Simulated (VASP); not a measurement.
Here is a VASP 6.6.1 calculation.

Contents of INCAR:

```
  PREC = Accurate
  ENCUT = 600
  EDIFF = 1E-7
  ISMEAR = 0
  SIGMA = 0.1
  LREAL = False
  LASPH = True
  NELM = 120
  ALGO = Normal
  ISIF = 3
  LWAVE = False
  LCHARG = False
  GGA = PE
  IBRION = 2
  NSW = 45
  EDIFFG = -0.04
  ISYM = 0
  GGA_COMPAT = False
  NELMIN = 4
  KPAR = 4
```

File KPOINTS:

```
regular mesh
0
Gamma
  4 4 3
```

POSCAR

```
HfTaTiWN4
1.0
   -4.4723170550     -4.4670865911     -0.0265889957
    0.0652827465      4.4283928403      4.3743794069
   -4.3859812233      4.3541617638     -4.3654310768
N Ti Hf Ta W
12 3 3 3 3
Direct
    0.1750711065      0.3303590945      0.8328146685
    0.6617189198      0.3182030392      0.8344757411
    0.5240355335      0.5003091420      0.5036578376
    0.9719462091      0.5074126340      0.5078678690
    0.3424529736      0.6671018108      0.1577688587
    0.8327445210      0.6640385977      0.1694988515
    0.1899724124      0.8389867986      0.8292908233
    0.6399134385      0.8379030186      0.8319038134
    0.4998077013      0.9994568985      0.4977770486
    0.9961616940      0.9902972808      0.5006385482
    0.3172675781      0.1789762983      0.1604873882
    0.8467990035      0.1571236787      0.1729311909
    0.5054031839      0.0201669991      0.0163932952
    0.3351312584      0.1707954058      0.6770174162
    0.6471269923      0.8095036916      0.3207176960
    0.8348311481      0.1638941528      0.6545450225
    0.0069331180      0.4990801834      0.9981391143
    0.1653695951      0.8302389378      0.3381901775
    0.9814796319      0.9778276844      0.9886833501
    0.6573180066      0.3180664118      0.3209207808
    0.3287224102      0.6540902272      0.6472443571
    0.1768027700      0.3575948026      0.3532741715
    0.5222120723      0.5140640113      0.9888917028
    0.8314247244      0.6757430368      0.7010369616
```

Potentials or basis: VASP PAW PBE potentials, release 64 (N, Ti_sv, Hf_pv, Ta_pv, W_sv).

Launch:

```bash
$ cat potpaw_PBE.64/N/POTCAR potpaw_PBE.64/Ti_sv/POTCAR potpaw_PBE.64/Hf_pv/POTCAR potpaw_PBE.64/Ta_pv/POTCAR potpaw_PBE.64/W_sv/POTCAR > POTCAR
$ mpirun -np 4 vasp_std > vasp.out
```

Predict the relaxed cell.

a = 6.277 Å, b = 6.230 Å, c = 7.580 Å, α = 90.05°, β = 89.68°, γ = 120.70°.

Predict the band gap on the k mesh.

zero (an odd number of electrons rules out a gap without spin polarisation).

Predict the relaxed volume.

10.62 Å³/atom.

Step by step:
| step | energy change (eV) | largest force (eV/Å) | pressure (GPa) | volume (Å³) |
| --- | --- | --- | --- | --- |
| 1 | 0.0000 | 0.2250 | -0.44 | 255.55 |
| 2 | -0.0213 | 0.1254 | 0.62 | 254.47 |
| 3 | -0.0215 | 0.1268 | 0.73 | 254.36 |
| 4 | -0.0249 | 0.1127 | -1.01 | 255.73 |
| 5 | -0.0267 | 0.0963 | -0.38 | 255.22 |
| 6 | -0.0294 | 0.0533 | 0.11 | 254.84 |
| 7 | -0.0295 | 0.0528 | 0.10 | 254.85 |
| 8 | -0.0309 | 0.0438 | -0.01 | 254.92 |
| 9 | -0.0310 | 0.0489 | -0.06 | 254.96 |
| 10 | -0.0319 | 0.0332 | 0.04 | 254.86 |

Caveat: spin-orbit coupling is left out, which moves the levels of the heavy elements; an odd number of electrons without spin polarisation forces a metal; a magnetic or distorted state may lie lower.
